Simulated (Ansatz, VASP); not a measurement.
One calculation of MgO, two programs

Contents of POSCAR:

```
MgO
1.0
   -0.0215822521      2.0805851647      2.0805851647
    2.0805851647     -0.0215822521      2.0805851647
    2.0805851647      2.0805851647     -0.0215822521
Mg O
1 1
Direct
    0.0000000000      0.0000000000      0.0000000000
    0.5000000000      0.5000000000      0.5000000000
```

The input INCAR.step1:

```
SYSTEM = MgO
PREC     = Accurate       ! precision mode
ENCUT    = 920            ! plane-wave cutoff, eV
ISMEAR   = 0              ! smearing method
SIGMA    = 0.01           ! smearing width, eV
LREAL    = .False.        ! projectors in reciprocal space
LASPH    = .True.         ! aspherical terms in the spheres
NELM     = 120            ! most SCF steps
NBANDS   = 15             ! bands
GGA      = PE             ! functional
ALGO     = Normal         ! electronic algorithm
EDIFF    = 1E-5           ! SCF threshold, eV
LWAVE    = .True.         ! write WAVECAR
LCHARG   = .False.        ! write CHGCAR
GGA_COMPAT= .False.
```

The input INCAR.step2:

```
SYSTEM = MgO
PREC     = Accurate       ! precision mode
ENCUT    = 920            ! plane-wave cutoff, eV
EDIFF    = 1E-6           ! SCF threshold, eV
ISMEAR   = 0              ! smearing method
SIGMA    = 0.01           ! smearing width, eV
LREAL    = .False.        ! projectors in reciprocal space
LASPH    = .True.         ! aspherical terms in the spheres
NELM     = 120            ! most SCF steps
ALGO     = Normal         ! electronic algorithm
ISIF     = 2              ! what is computed and relaxed
LWAVE    = .False.        ! write WAVECAR
LCHARG   = .False.        ! write CHGCAR
METAGGA  = R2SCAN         ! meta-GGA
LMIXTAU  = .True.       
NBANDS   = 15             ! bands
ISTART   = 1            
GGA_COMPAT= .False.
```

KPOINTS

```
Automatic mesh
0
Gamma
  10 10 10
  0 0 0
```

Input for Ansatz:

```yaml
crystal:
  lattice:
    - [-0.0215822521, 2.0805851647, 2.0805851647]
    - [2.0805851647, -0.0215822521, 2.0805851647]
    - [2.0805851647, 2.0805851647, -0.0215822521]
  atoms:
    - { symbol: Mg, position: [0.0, 0.0, 0.0] }
    - { symbol: O, position: [0.5, 0.5, 0.5] }
kpoints:
  mp_grid: { grid: [10, 10, 10] }
  band_path:
    path:
      - [0.0, 0.0, 0.0]
      - [0.5, 0.0, 0.5]
      - [0.625, 0.25, 0.625]
      - [0.375, 0.375, 0.75]
      - [0.5, 0.5, 0.5]
      - [0.5, 0.25, 0.75]
    npoints: 1
hamiltonian:
  xc: r2scan
scf:
  occupations: { method: fixed }
  n_extra_bands: 4
output:
  forces: true
  stress: true
  eigenvalues: true
```

Change from the starting cell: shear_111 strain -1.5%.

Alike in both runs: task single point; functional r2SCAN; k mesh 10 × 10 × 10; no spin polarisation.

|  | VASP | Ansatz |
| --- | --- | --- |
| version | VASP 6.6.1 | Ansatz 0.2.0 |
| potentials or method | VASP PAW PBE potentials, release 64 (Mg_sv, O) | plane waves, PAW |
| plane-wave cutoff (eV) | 920 | 500 |
| occupations | gaussian, width 0.01 eV | fixed |
| valence electrons in the cell | 16 | 16 |

```csv
,VASP,Ansatz,Ansatz less VASP
gap on the k mesh at the Fermi level (eV),5.78,5.76,-0.015
pressure (GPa),3.2,2.7,-0.49
"traceless stress, the component that is largest in VASP (GPa)",1.59,1.61,+0.026
```

VASP's potentials were made for PBE, not for r2SCAN.
